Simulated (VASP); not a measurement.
# C (Im-3m) in VASP: notebook

The runs below take C through single point, with BLYP.

Everything below comes from runs of VASP 6.6.1. Logs are shortened: lines on timing, memory, paths and dates and some standing lists are left out, and cuts for length are marked.

**1. The cell of the first run**

The structure is cubic, space group Im-3m (No. 229). The conventional cell has a = 2.497 Å, b = 2.497 Å, c = 2.497 Å, α = 90.00°, β = 90.00°, γ = 90.00°. Within 2.9 Å of C (site symmetry m-3m) lie 14 C at 2.16 to 2.50 Å.

**2. Single point, BLYP (volume scaled by 1.04)**

INCAR

```
SYSTEM = C
PREC = Accurate
ENCUT = 520
EDIFF = 1E-6
ISMEAR = -1
SIGMA = 0.1
LREAL = .False.
LASPH = .True.
NELM = 80
ALGO = Normal
ISIF = 2
LWAVE = .False.
LCHARG = .False.
GGA = B5
ALDAX = 1.0
AGGAX = 1.0
AGGAC = 1.0
ALDAC = 0.0
NBANDS = 8
```

KPOINTS

```
regular mesh
0
Gamma
  20 20 20
  0 0 0
```

POSCAR

```
C
1.0
   -1.2483346475      1.2483346475      1.2483346475
    1.2483346475     -1.2483346475      1.2483346475
    1.2483346475      1.2483346475     -1.2483346475
C
1
Direct
    0.0000000000      0.0000000000      0.0000000000
```

Potentials or basis: VASP PAW PBE potentials, release 64 (C).

Run with:

```bash
cat potpaw_PBE.64/C/POTCAR > POTCAR
mpirun -np 1 vasp_std > vasp.out
```

OUTCAR:

```text
SYSTEM = C
   PREC = Accurate
   ENCUT = 520
   EDIFF = 1E-6
   ISMEAR = -1
   LREAL = .False.
   LASPH = .True.
   NELM = 80
   ISIF = 2
   GGA = B5

 ion  position               nearest neighbor table
   1  0.000  0.000  0.000-

  LATTYP: Found a body centered cubic cell.
 ALAT       =     2.4966692950

  Lattice vectors:

 A1 = (  -1.2483346475,   1.2483346475,   1.2483346475)
 A2 = (   1.2483346475,  -1.2483346475,   1.2483346475)
 A3 = (   1.2483346475,   1.2483346475,  -1.2483346475)

Analysis of symmetry for initial positions (statically):
=====================================================================
 Subroutine PRICEL returns:
 Original cell was already a primitive cell.

 Routine SETGRP: Setting up the symmetry group for a
 body centered cubic supercell.

 Subroutine GETGRP returns: Found 48 space group operations
 (whereof 48 operations were pure point group operations)
 out of a pool of 48 trial point group operations.

The static configuration has the point symmetry O_h .

Analysis of symmetry for dynamics (positions and initial velocities):
=====================================================================
 Subroutine PRICEL returns:
 Original cell was already a primitive cell.

 Routine SETGRP: Setting up the symmetry group for a
 body centered cubic supercell.

 Subroutine GETGRP returns: Found 48 space group operations
 (whereof 48 operations were pure point group operations)
 out of a pool of 48 trial point group operations.

The dynamic configuration has the point symmetry O_h .

 Subroutine INISYM returns: Found 48 space group operations
 (whereof 48 operations are pure point group operations),
 and found     1 'primitive' translations

----------------------------------------------------------------------------------------

                                     Primitive cell

  volume of cell :       7.7813

  direct lattice vectors                    reciprocal lattice vectors
    -1.248334647  1.248334647  1.248334647     0.000000000  0.400533624  0.400533624
     1.248334647 -1.248334647  1.248334647     0.400533624  0.000000000  0.400533624
     1.248334647  1.248334647 -1.248334647     0.400533624  0.400533624  0.000000000

  length of vectors
     2.162179034  2.162179034  2.162179034     0.566440083  0.566440083  0.566440083

  position of ions in fractional coordinates (direct lattice)
     0.000000000  0.000000000  0.000000000

  ion indices of the primitive-cell ions
   primitive index   ion index
                 1           1

----------------------------------------------------------------------------------------

 KPOINTS: regular mesh

Automatic generation of k-mesh.
 Grid dimensions read from file:
 generate k-points for:   20   20   20

 Generating k-lattice:

  Cartesian coordinates                     Fractional coordinates (reciprocal lattice)
     0.000000000  0.020026681  0.020026681     0.050000000  0.000000000  0.000000000
     0.020026681  0.000000000  0.020026681     0.000000000  0.050000000  0.000000000
     0.020026681  0.020026681  0.000000000     0.000000000  0.000000000  0.050000000

  Length of vectors
     0.028322004  0.028322004  0.028322004

  Shift w.r.t. Gamma in fractional coordinates (k-lattice)
     0.000000000  0.000000000  0.000000000

 Subroutine IBZKPT returns following result:
 ===========================================

 Found    256 irreducible k-points:

 Following reciprocal coordinates:
            Coordinates               Weight
  0.000000  0.000000  0.000000      1.000000
  0.050000  0.000000  0.000000     12.000000
  0.100000  0.000000  0.000000     12.000000
  0.150000  0.000000  0.000000     12.000000
  0.200000  0.000000  0.000000     12.000000
  0.250000  0.000000  0.000000     12.000000
[... 16 lines left out ...]
  0.200000  0.100000 -0.000000     48.000000
  0.250000  0.100000 -0.000000     48.000000
 [... further k-points ...]
   k-points           NKPTS =    256   k-points in BZ     NKDIM =    256   number of bands    NBANDS=      8
   number of dos      NEDOS =    301   number of ions     NIONS =      1
   total plane-waves  NPLWV =   4096
   dimension x,y,z NGX =    16 NGY =   16 NGZ =   16
   dimension x,y,z NGXF=    32 NGYF=   32 NGZF=   32
   ions per type =               1
   NGX,Y,Z   is equivalent  to a cutoff of  12.30, 12.30, 12.30 a.u.
   NGXF,Y,Z  is equivalent  to a cutoff of  24.60, 24.60, 24.60 a.u.
 SYSTEM =  C
   PREC   = accura    normal or accurate (medium, high low for compatibility)
   ISTART =      0    job   : 0-new  1-cont  2-samecut
   ICHARG =      2    charge: 1-file 2-atom 10-const
   ISPIN  =      1    spin polarized calculation?
   LNONCOLLINEAR =      F non collinear calculations
   LSORBIT =      F    spin-orbit coupling
   LASPH  =      T    aspherical Exc in radial PAW
   ENCUT  =  520.0 eV  38.22 Ry    6.18 a.u.   4.02  4.02  4.02*2*pi/ulx,y,z
   NELM   =     80;   NELMIN=  2; NELMDL= -5     # of ELM steps
   EDIFF  = 0.1E-05   stopping-criterion for ELM
   LREAL  =      F    real-space projection
   EDIFFG = 0.1E-04   stopping-criterion for IOM
   NSW    =      0    number of steps for IOM
   IBRION =     -1    ionic relax: 0-MD 1-quasi-New 2-CG
   NFREE  =      0    steps in history (QN), initial steepest desc. (CG)
   ISIF   =      2    stress and relaxation
   ISYM   =      2    0-nonsym 1-usesym 2-fastsym
   POTIM  = 0.5000    time-step for ionic-motion
   TEBEG  =    0.0;   TEEND  =   0.0 temperature during run
   PSTRESS=    0.0 pullay stress
   NELECT =       4.0000    total number of electrons
   NUPDOWN=      -1.0000    fix difference up-down
   EMIN   =  10.00;   EMAX   =-10.00  energy-range for DOS
   EFERMI =   0.00;   METHOD = LEGACY
   ISMEAR =    -1;   SIGMA  =   0.10  broadening in eV -4-tet -1-fermi 0-gaus
   EFERMI_NEDOS =   21; number of points for ismear=-14 and -15
   IALGO  =     38    algorithm
   IMIX   =      4    mixing-type and parameters
     AMIX     =   0.40;   BMIX     =  1.00
     AMIX_MAG =   1.60;   BMIX_MAG =  1.00
  volume/ion in A,a.u.               =       7.78        52.51
  Fermi-wavevector in a.u.,A,eV,Ry     =   1.311426  2.478236 23.399820  1.719838
  Thomas-Fermi vector in A             =   2.441888
   LORBIT       =      0    0 simple, 1 ext, 2 COOP (PROOUT), +10 PAW based schemes
   GGA     = B5    functional components
   LHFCALC =     F    Hartree Fock is set to
   AEXX    =    0.0000 exact exchange contribution
   IVDW    =     0    specifies the selected vdW correction
   LEPSILON=     F    determine dielectric tensor
   LRPA    =     F    only Hartree local field effects (RPA)
 non-spin polarized calculation
  energy-cutoff  :      520.00
  volume of cell :        7.78
 maximum number of plane-waves:       236
   NGX =  7   NGY =  7   NGZ =  7

 number of electron       4.0000000 magnetization

 Free energy of the ion-electron system (eV)
  ---------------------------------------------------
  ext. energy  EPLUGINS =         0.00000000
  ---------------------------------------------------
  free energy    TOTEN  =        -4.05590544 eV

  energy without entropy =       -4.04336726  energy(sigma->0) =       -4.04963635

 E-fermi :   6.8119     XC(G=0): -11.6610

 val. band max:        6.8036951775   @ k =   0.3000   0.2000   0.0500
 cond. band min:       6.8128144873   @ k =  -0.3000   0.3500   0.1500
 fundamental gap:      0.0091193098
 Fermi energy:         6.8118600231

 k-point     1 :       0.0000    0.0000    0.0000
  band No.  band energies     occupation
      1     -10.6053      2.00000
      2      14.3485      0.00000
      3      14.3485      0.00000
      4      14.3485      0.00000
      5      37.4453      0.00000
      6      37.9756      0.00000
      7      37.9756      0.00000
      8      37.9756      0.00000

 k-point     2 :       0.0500    0.0000    0.0000
  band No.  band energies     occupation
      1     -10.5052      2.00000
      2      14.1118      0.00000
      3      14.2240      0.00000
      4      14.3256      0.00000
      5      37.2680      0.00000
      6      37.2980      0.00000
      7      37.5319      0.00000
      8      38.3109      0.00000

 k-point     3 :       0.1000    0.0000    0.0000
  band No.  band energies     occupation
      1     -10.2050      2.00000
      2      13.4152      0.00000
      3      13.8779      0.00000
      4      14.2585      0.00000
      5      35.3289      0.00000
      6      35.8879      0.00000
      7      37.6138      0.00000
      8      39.2902      0.00000

 k-point     4 :       0.1500    0.0000    0.0000
  band No.  band energies     occupation
      1      -9.7058      2.00000
      2      12.2908      0.00000
      3      13.3735      0.00000
      4      14.1521      0.00000
      5      33.1557      0.00000
      6      34.3712      0.00000
      7      37.7538      0.00000
      8      39.8981      0.00000

 k-point     5 :       0.2000    0.0000    0.0000
  band No.  band energies     occupation
      1      -9.0095      2.00000
      2      10.7989      0.00000
      3      12.7882      0.00000
      4      14.0151      0.00000
      5      31.2950      0.00000
      6      32.9617      0.00000
      7      37.9077      0.00000
      8      39.5458      0.00000
[... 177 lines left out ...]
 k-point    22 :       0.1500    0.1000   -0.0000
  band No.  band energies     occupation
      1      -8.7121      2.00000
      2      10.5702      0.00000
      3      12.3802      0.00000
      4      13.6158      0.00000
      5      31.2657      0.00000
      6      32.3585      0.00000
      7      37.5136      0.00000
      8      39.2817      0.00000

 k-point    23 :       0.2000    0.1000   -0.0000
  band No.  band energies     occupation
      1      -7.8234      2.00000
      2       9.0053      0.00000
      3      11.6085      0.00000
      4      13.4001      0.00000
      5      30.0745      0.00000
      6      31.4863      0.00000
      7      37.4623      0.00000
      8      39.6625      0.00000

 k-point    24 :       0.2500    0.1000   -0.0000
  band No.  band energies     occupation
      1      -6.7455      2.00000
      2       7.1858      0.04643
      3      10.9319      0.00000
      4      13.1919      0.00000
      5      29.1599      0.00000
      6      30.7973      0.00000
      7      37.4409      0.00000
      8      40.1679      0.00000

 [... further k-points ...]
[... 5 lines left out ...]
  --------------------------------------------------------------------------------------
  -------------------------------------------------------------------------------------
  Total       -0.2198241     -0.2198241     -0.2198241      0.0000000     -0.0000000     -0.0000000
  in kB      -45.2618944    -45.2618944    -45.2618944      0.0000000     -0.0000000     -0.0000000
  external PRESSURE =     -45.2618944 kB  Pullay stress =       0.0000000 kB

 VOLUME and BASIS-vectors are now :
 -----------------------------------------------------------------------------
  energy-cutoff  :      520.00
  volume of cell :        7.78
      direct lattice vectors                 reciprocal lattice vectors
    -1.248334647  1.248334647  1.248334647     0.000000000  0.400533624  0.400533624
     1.248334647 -1.248334647  1.248334647     0.400533624  0.000000000  0.400533624
     1.248334647  1.248334647 -1.248334647     0.400533624  0.400533624  0.000000000

 POSITION                                       TOTAL-FORCE (eV/Angst)
 -----------------------------------------------------------------------------------
      0.00000      0.00000      0.00000        -0.000000     -0.000000     -0.000000
 -----------------------------------------------------------------------------------
    total drift:                                0.000000      0.000000      0.000000

  FREE ENERGIE OF THE ION-ELECTRON SYSTEM (eV)
  ---------------------------------------------------
  free  energy   TOTEN  =        -4.0559054364 eV

  energy  without entropy=       -4.0433672604  energy(sigma->0) =       -4.04963635
```

Run time: 7.7 s. Hardware: 1 thread of Intel Xeon 8259CL, shared host; peak memory 0.11 GiB.

What came out:

```yaml
Free_energy: -4.0559 eV
Pressure: -4.5 GPa
Band_gap_on_the_k_mesh: zero (band 2 reaches 14.35 eV, above the bottom of band 3 at 2.89 eV)
```

Caveat: the PAW data sets were made with another functional, which shifts forces and pressure a little.

(Part 1 of 2 ends here.)
